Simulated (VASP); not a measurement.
# In (Pm-3m) in VASP: notebook

Runs on In. Level: RPBE. Tasks: single point, relaxation of cell and atoms.

All numbers are computed with VASP 6.6.1; they aren't measurements. Logs are shortened: lines on timing, memory, paths and dates and some standing lists are left out, and cuts for length are marked.

## 1. The cell of the first run

The structure is cubic, space group Pm-3m (No. 221). The conventional cell has a = 3.011 Å, b = 3.011 Å, c = 3.011 Å, α = 90.00°, β = 90.00°, γ = 90.00°. Within 4.0 Å of In (site symmetry m-3m) lie 6 In at 3.01 Å.

## 2. Single point, RPBE (volume scaled by 0.88)

INCAR reads:

```
SYSTEM = In
ALGO = Normal ; EDIFF = 1E-7
ENCUT = 520 ; GGA = RP
ISIF = 2 ; ISMEAR = -1
LASPH = .True. ; LCHARG = .False.
LREAL = .False. ; LWAVE = .False.
NBANDS = 12 ; NELM = 80
PREC = Accurate ; SIGMA = 0.1
```

KPOINTS reads:

```
k-points
0
Gamma
  11 11 11
  0 0 0
```

POSCAR reads:

```
In
1.0
    3.0113557527      0.0000000000      0.0000000000
    0.0000000000      3.0113557527      0.0000000000
    0.0000000000      0.0000000000      3.0113557527
In
1
Direct
    0.0000000000      0.0000000000      0.0000000000
```

Potentials or basis: VASP PAW PBE potentials, release 64 (In_d).

Command:

```
$ cat potpaw_PBE.64/In_d/POTCAR > POTCAR
$ mpirun -np 1 vasp_std > vasp.out
```

OUTCAR:

```text
SYSTEM = In
   EDIFF = 1E-7
   ENCUT = 520
   GGA = RP
   ISIF = 2
   ISMEAR = -1
   LASPH = .True.
   LREAL = .False.
   NELM = 80
   PREC = Accurate

 ion  position               nearest neighbor table
   1  0.000  0.000  0.000-

  LATTYP: Found a simple cubic cell.
 ALAT       =     3.0113557527

  Lattice vectors:

 A1 = (   3.0113557527,   0.0000000000,   0.0000000000)
 A2 = (   0.0000000000,   3.0113557527,   0.0000000000)
 A3 = (   0.0000000000,   0.0000000000,   3.0113557527)

Analysis of symmetry for initial positions (statically):
=====================================================================
 Subroutine PRICEL returns:
 Original cell was already a primitive cell.

 Routine SETGRP: Setting up the symmetry group for a
 simple cubic supercell.

 Subroutine GETGRP returns: Found 48 space group operations
 (whereof 48 operations were pure point group operations)
 out of a pool of 48 trial point group operations.

The static configuration has the point symmetry O_h .

Analysis of symmetry for dynamics (positions and initial velocities):
=====================================================================
 Subroutine PRICEL returns:
 Original cell was already a primitive cell.

 Routine SETGRP: Setting up the symmetry group for a
 simple cubic supercell.

 Subroutine GETGRP returns: Found 48 space group operations
 (whereof 48 operations were pure point group operations)
 out of a pool of 48 trial point group operations.

The dynamic configuration has the point symmetry O_h .

 Subroutine INISYM returns: Found 48 space group operations
 (whereof 48 operations are pure point group operations),
 and found     1 'primitive' translations

----------------------------------------------------------------------------------------

                                     Primitive cell

  volume of cell :      27.3078

  direct lattice vectors                    reciprocal lattice vectors
     3.011355753  0.000000000  0.000000000     0.332076341  0.000000000  0.000000000
     0.000000000  3.011355753  0.000000000     0.000000000  0.332076341  0.000000000
     0.000000000  0.000000000  3.011355753     0.000000000  0.000000000  0.332076341

  length of vectors
     3.011355753  3.011355753  3.011355753     0.332076341  0.332076341  0.332076341

  position of ions in fractional coordinates (direct lattice)
     0.000000000  0.000000000  0.000000000

  ion indices of the primitive-cell ions
   primitive index   ion index
                 1           1

----------------------------------------------------------------------------------------

 KPOINTS: k-points

Automatic generation of k-mesh.
 Grid dimensions read from file:
 generate k-points for:   11   11   11

 Generating k-lattice:

  Cartesian coordinates                     Fractional coordinates (reciprocal lattice)
     0.030188758  0.000000000  0.000000000     0.090909091  0.000000000  0.000000000
     0.000000000  0.030188758  0.000000000     0.000000000  0.090909091  0.000000000
     0.000000000  0.000000000  0.030188758     0.000000000  0.000000000  0.090909091

  Length of vectors
     0.030188758  0.030188758  0.030188758

  Shift w.r.t. Gamma in fractional coordinates (k-lattice)
     0.000000000  0.000000000  0.000000000

 Subroutine IBZKPT returns following result:
 ===========================================

 Found     56 irreducible k-points:

 Following reciprocal coordinates:
            Coordinates               Weight
  0.000000  0.000000  0.000000      1.000000
  0.090909  0.000000  0.000000      6.000000
  0.181818  0.000000  0.000000      6.000000
  0.272727  0.000000  0.000000      6.000000
  0.363636  0.000000  0.000000      6.000000
  0.454545  0.000000  0.000000      6.000000
[... 16 lines left out ...]
  0.181818  0.090909  0.090909     24.000000
  0.272727  0.090909  0.090909     24.000000
 [... further k-points ...]
   k-points           NKPTS =     56   k-points in BZ     NKDIM =     56   number of bands    NBANDS=     12
   number of dos      NEDOS =    301   number of ions     NIONS =      1
   total plane-waves  NPLWV =  13824
   dimension x,y,z NGX =    24 NGY =   24 NGZ =   24
   dimension x,y,z NGXF=    48 NGYF=   48 NGZF=   48
   ions per type =               1
   NGX,Y,Z   is equivalent  to a cutoff of  13.25, 13.25, 13.25 a.u.
   NGXF,Y,Z  is equivalent  to a cutoff of  26.50, 26.50, 26.50 a.u.
 SYSTEM =  In
   PREC   = accura    normal or accurate (medium, high low for compatibility)
   ISTART =      0    job   : 0-new  1-cont  2-samecut
   ICHARG =      2    charge: 1-file 2-atom 10-const
   ISPIN  =      1    spin polarized calculation?
   LNONCOLLINEAR =      F non collinear calculations
   LSORBIT =      F    spin-orbit coupling
   LASPH  =      T    aspherical Exc in radial PAW
   ENCUT  =  520.0 eV  38.22 Ry    6.18 a.u.   5.60  5.60  5.60*2*pi/ulx,y,z
   NELM   =     80;   NELMIN=  2; NELMDL= -5     # of ELM steps
   EDIFF  = 0.1E-06   stopping-criterion for ELM
   LREAL  =      F    real-space projection
   EDIFFG = 0.1E-05   stopping-criterion for IOM
   NSW    =      0    number of steps for IOM
   IBRION =     -1    ionic relax: 0-MD 1-quasi-New 2-CG
   NFREE  =      0    steps in history (QN), initial steepest desc. (CG)
   ISIF   =      2    stress and relaxation
   ISYM   =      2    0-nonsym 1-usesym 2-fastsym
   POTIM  = 0.5000    time-step for ionic-motion
   TEBEG  =    0.0;   TEEND  =   0.0 temperature during run
   PSTRESS=    0.0 pullay stress
   NELECT =      13.0000    total number of electrons
   NUPDOWN=      -1.0000    fix difference up-down
   EMIN   =  10.00;   EMAX   =-10.00  energy-range for DOS
   EFERMI =   0.00;   METHOD = LEGACY
   ISMEAR =    -1;   SIGMA  =   0.10  broadening in eV -4-tet -1-fermi 0-gaus
   EFERMI_NEDOS =   21; number of points for ismear=-14 and -15
   IALGO  =     38    algorithm
   IMIX   =      4    mixing-type and parameters
     AMIX     =   0.40;   BMIX     =  1.00
     AMIX_MAG =   1.60;   BMIX_MAG =  1.00
  volume/ion in A,a.u.               =      27.31       184.28
  Fermi-wavevector in a.u.,A,eV,Ry     =   1.278284  2.415606 22.232042  1.634009
  Thomas-Fermi vector in A             =   2.410835
   LORBIT       =      0    0 simple, 1 ext, 2 COOP (PROOUT), +10 PAW based schemes
   GGA     = RP    functional components
   LHFCALC =     F    Hartree Fock is set to
   AEXX    =    0.0000 exact exchange contribution
   IVDW    =     0    specifies the selected vdW correction
   LEPSILON=     F    determine dielectric tensor
   LRPA    =     F    only Hartree local field effects (RPA)
 non-spin polarized calculation
  energy-cutoff  :      520.00
  volume of cell :       27.31
 maximum number of plane-waves:       747
 NGX is ok and might be reduce to    24
   NGX = 11   NGY = 11   NGZ = 11

 number of electron      13.0000014 magnetization

 Free energy of the ion-electron system (eV)
  ---------------------------------------------------
  ext. energy  EPLUGINS =         0.00000000
  ---------------------------------------------------
  free energy    TOTEN  =        -2.05809289 eV

  energy without entropy =       -2.03873352  energy(sigma->0) =       -2.04841321

 E-fermi :   7.0057     XC(G=0):  -9.8765

 val. band max:        6.9531989999   @ k =   0.3636   0.2727   0.0909
 cond. band min:       7.0406768065   @ k =   0.4545   0.4545   0.1818
 fundamental gap:      0.0874778066
 Fermi energy:         7.0056735081

 k-point     1 :       0.0000    0.0000    0.0000
  band No.  band energies     occupation
      1      -8.0978      2.00000
      2      -8.0978      2.00000
      3      -7.3133      2.00000
      4      -7.3133      2.00000
      5      -7.3133      2.00000
      6      -2.2674      2.00000
      7      14.5171      0.00000
      8      14.5171      0.00000
      9      14.5171      0.00000
     10      17.7009      0.00000
     11      17.7009      0.00000
     12      18.9824      0.00000

 k-point     2 :       0.0909    0.0000    0.0000
  band No.  band energies     occupation
      1      -8.0937      2.00000
      2      -8.0542      2.00000
      3      -7.3309      2.00000
      4      -7.3309      2.00000
      5      -7.3118      2.00000
      6      -2.1228      2.00000
      7      12.8255      0.00000
      8      14.6861      0.00000
      9      14.6861      0.00000
     10      17.7820      0.00000
     11      18.4324      0.00000
     12      20.2096      0.00000

 k-point     3 :       0.1818    0.0000    0.0000
  band No.  band energies     occupation
      1      -8.0827      2.00000
      2      -7.9381      2.00000
      3      -7.3777      2.00000
      4      -7.3777      2.00000
      5      -7.3079      2.00000
      6      -1.6840      2.00000
      7      10.2741      0.00000
      8      15.1775      0.00000
      9      15.1775      0.00000
     10      18.0267      0.00000
     11      18.7661      0.00000
     12      23.2130      0.00000

 k-point     4 :       0.2727    0.0000    0.0000
  band No.  band energies     occupation
      1      -8.0682      2.00000
      2      -7.7886      2.00000
      3      -7.4382      2.00000
      4      -7.4382      2.00000
      5      -7.3027      2.00000
      6      -0.9426      2.00000
      7       7.8174      0.00060
      8      15.9402      0.00000
      9      15.9402      0.00000
     10      18.4377      0.00000
     11      19.1294      0.00000
     12      23.9885      0.00000

 k-point     5 :       0.3636    0.0000    0.0000
  band No.  band energies     occupation
      1      -8.0549      2.00000
      2      -7.6539      2.00000
      3      -7.4931      2.00000
      4      -7.4931      2.00000
      5      -7.2979      2.00000
      6       0.0911      2.00000
      7       5.6016      2.00000
      8      16.8588      0.00000
      9      16.8588      0.00000
     10      19.0066      0.00000
     11      19.5646      0.00000
     12      22.5185      0.00000

 k-point     6 :       0.4545    0.0000    0.0000
  band No.  band energies     occupation
      1      -8.0469      2.00000
      2      -7.5752      2.00000
      3      -7.5254      2.00000
      4      -7.5254      2.00000
      5      -7.2951      2.00000
      6       1.2711      2.00000
      7       3.8210      2.00000
      8      17.6281      0.00000
      9      17.6281      0.00000
     10      19.6306      0.00000
     11      19.9313      0.00000
     12      21.4366      0.00000

 k-point     7 :       0.0909    0.0909    0.0000
  band No.  band energies     occupation
      1      -8.0702      2.00000
      2      -8.0294      2.00000
      3      -7.3495      2.00000
      4      -7.3304      2.00000
      5      -7.3283      2.00000
      6      -1.9782      2.00000
      7      12.8510      0.00000
      8      13.1117      0.00000
      9      14.8555      0.00000
     10      18.1558      0.00000
     11      19.7101      0.00000
     12      20.6034      0.00000

 k-point     8 :       0.1818    0.0909    0.0000
  band No.  band energies     occupation
      1      -8.0520      2.00000
      2      -7.9189      2.00000
      3      -7.3988      2.00000
      4      -7.3760      2.00000
      5      -7.3251      2.00000
      6      -1.5398      2.00000
      7      10.4134      0.00000
      8      13.4444      0.00000
      9      15.3484      0.00000
     10      18.4263      0.00000
     11      20.3028      0.00000
     12      23.1366      0.00000
[... 166 lines left out ...]
 k-point    20 :       0.4545    0.3636    0.0000
  band No.  band energies     occupation
      1      -7.8250      2.00000
      2      -7.8098      2.00000
      3      -7.5014      2.00000
      4      -7.4661      2.00000
      5      -7.2020      2.00000
      6       3.4847      2.00000
      7       5.9037      1.99997
      8       8.7573      0.00000
      9      12.3671      0.00000
     10      20.3152      0.00000
     11      21.5763      0.00000
     12      22.6353      0.00000

 k-point    21 :       0.4545    0.4545    0.0000
  band No.  band energies     occupation
      1      -7.8598      2.00000
      2      -7.8031      2.00000
      3      -7.4972      2.00000
      4      -7.4967      2.00000
      5      -7.1122      2.00000
      6       4.6972      2.00000
      7       6.4303      1.99368
      8       7.0584      0.74235
      9      11.2055      0.00000
     10      21.2615      0.00000
     11      22.2263      0.00000
     12      22.5896      0.00000

 k-point    22 :       0.0909    0.0909    0.0909
  band No.  band energies     occupation
      1      -8.0254      2.00000
      2      -8.0254      2.00000
      3      -7.3507      2.00000
      4      -7.3464      2.00000
      5      -7.3464      2.00000
      6      -1.8336      2.00000
      7      13.0050      0.00000
      8      13.0050      0.00000
      9      13.4023      0.00000
     10      19.8026      0.00000
     11      19.8026      0.00000
     12      20.9231      0.00000

 k-point    23 :       0.1818    0.0909    0.0909
  band No.  band energies     occupation
      1      -8.0148      2.00000
      2      -7.9060      2.00000
      3      -7.3993      2.00000
      4      -7.3947      2.00000
      5      -7.3432      2.00000
      6      -1.3957      2.00000
      7      10.5537      0.00000
      8      13.4551      0.00000
      9      13.7450      0.00000
     10      20.0576      0.00000
     11      20.6368      0.00000
     12      23.1862      0.00000

 k-point    24 :       0.2727    0.0909    0.0909
  band No.  band energies     occupation
      1      -8.0007      2.00000
      2      -7.7515      2.00000
      3      -7.4634      2.00000
      4      -7.4572      2.00000
      5      -7.3375      2.00000
      6      -0.6571      2.00000
      7       8.1018      0.00003
      8      14.1655      0.00000
      9      14.4600      0.00000
     10      20.2945      0.00000
     11      20.6801      0.00000
     12      22.4713      0.00000

 [... further k-points ...]
[... 5 lines left out ...]
  --------------------------------------------------------------------------------------
  -------------------------------------------------------------------------------------
  Total        0.8221337      0.8221337      0.8221337      0.0000000      0.0000000      0.0000000
  in kB       48.2355079     48.2355079     48.2355079      0.0000000      0.0000000      0.0000000
  external PRESSURE =      48.2355079 kB  Pullay stress =       0.0000000 kB

 VOLUME and BASIS-vectors are now :
 -----------------------------------------------------------------------------
  energy-cutoff  :      520.00
  volume of cell :       27.31
      direct lattice vectors                 reciprocal lattice vectors
     3.011355753  0.000000000  0.000000000     0.332076341  0.000000000  0.000000000
     0.000000000  3.011355753  0.000000000     0.000000000  0.332076341  0.000000000
     0.000000000  0.000000000  3.011355753     0.000000000  0.000000000  0.332076341

 POSITION                                       TOTAL-FORCE (eV/Angst)
 -----------------------------------------------------------------------------------
      0.00000      0.00000      0.00000         0.000000      0.000000      0.000000
 -----------------------------------------------------------------------------------
    total drift:                                0.000000     -0.000000      0.000000

  FREE ENERGIE OF THE ION-ELECTRON SYSTEM (eV)
  ---------------------------------------------------
  free  energy   TOTEN  =        -2.0580928936 eV

  energy  without entropy=       -2.0387335182  energy(sigma->0) =       -2.04841321
```

It took 7.8 s on 1 thread of Intel Xeon 6975P-C, shared host; peak memory 0.15 GiB.

Results:

- Free energy: -2.0581 eV
- Pressure: 4.8 GPa

Caveat: the PAW data sets were made with another functional, which shifts forces and pressure a little; spin-orbit coupling is left out, which moves the levels of the heavy elements.

## 3. Single point, RPBE (volume scaled by 0.92)

INCAR reads:

```
PREC = Accurate ; ENCUT = 520
EDIFF = 1E-6 ; ISMEAR = -1
SIGMA = 0.1 ; LREAL = False
LASPH = True ; NELM = 100
ALGO = Normal ; ISIF = 2
LWAVE = False ; LCHARG = False
GGA = RP ; NBANDS = 12
```

KPOINTS reads:

```
Automatic mesh
0
Gamma
  11 11 11
```

POSCAR reads:

```
In
1.0
    3.0563079883      0.0000000000      0.0000000000
    0.0000000000      3.0563079883      0.0000000000
    0.0000000000      0.0000000000      3.0563079883
In
1
Direct
    0.0000000000      0.0000000000      0.0000000000
```

Potentials or basis: VASP PAW PBE potentials, release 64 (In_d).

Command:

```
$ cat potpaw_PBE.64/In_d/POTCAR > POTCAR
$ mpirun -np 1 vasp_std > vasp.out
```

It took 5.8 s on 1 thread of Intel Xeon 6975P-C, shared host; peak memory 0.15 GiB.

Results (log left out):

```yaml
Free_energy: -2.0881 eV
Pressure: 2.9 GPa
```

Levels at points of the mesh, in eV from the Fermi level:
```csv
k point,band 2,band 3,band 4,band 5,band 6,band 7,band 8,band 9,band 10,band 11
"(0.00, 0.00, 0.00)",-15.02,-14.32,-14.32,-14.32,-9.00,7.29,7.29,7.29,10.41,10.41
```

Caveat: the PAW data sets were made with another functional, which shifts forces and pressure a little; spin-orbit coupling is left out, which moves the levels of the heavy elements.

## 4. Single point, RPBE (volume scaled by 0.96)

INCAR reads:

```
ALGO = Normal
EDIFF = 1E-6
ENCUT = 520
GGA = RP
ISIF = 2
ISMEAR = -1
LASPH = T
LCHARG = F
LREAL = F
LWAVE = F
NBANDS = 12
NELM = 60
PREC = Accurate
SIGMA = 0.1
```

KPOINTS reads:

```
k-points
0
Gamma
  11 11 11
```

POSCAR reads:

```
In
1.0
    3.0999754306      0.0000000000      0.0000000000
    0.0000000000      3.0999754306      0.0000000000
    0.0000000000      0.0000000000      3.0999754306
In
1
Direct
    0.0000000000      0.0000000000      0.0000000000
```

Command:

```
$ cat potpaw_PBE.64/In_d/POTCAR > POTCAR
$ mpirun -np 1 vasp_std > vasp.out
```

Run time: 6.5 s. Hardware: 1 thread of Intel Xeon 6975P-C, shared host; peak memory 0.14 GiB.

The run converged. Its results:

```yaml
Free_energy: -2.1048 eV
Pressure: 1.3 GPa
```

Levels at points of the mesh, in eV from the Fermi level:
| k point | band 4 | band 5 | band 6 | band 7 | band 8 | band 9 |
| --- | --- | --- | --- | --- | --- | --- |
| (0.00, 0.00, 0.00) | -14.32 | -14.32 | -8.75 | 7.07 | 7.07 | 7.07 |

Caveat: the PAW data sets were made with another functional, which shifts forces and pressure a little; spin-orbit coupling is left out, which moves the levels of the heavy elements.

(Continued in part 2 of 2.)
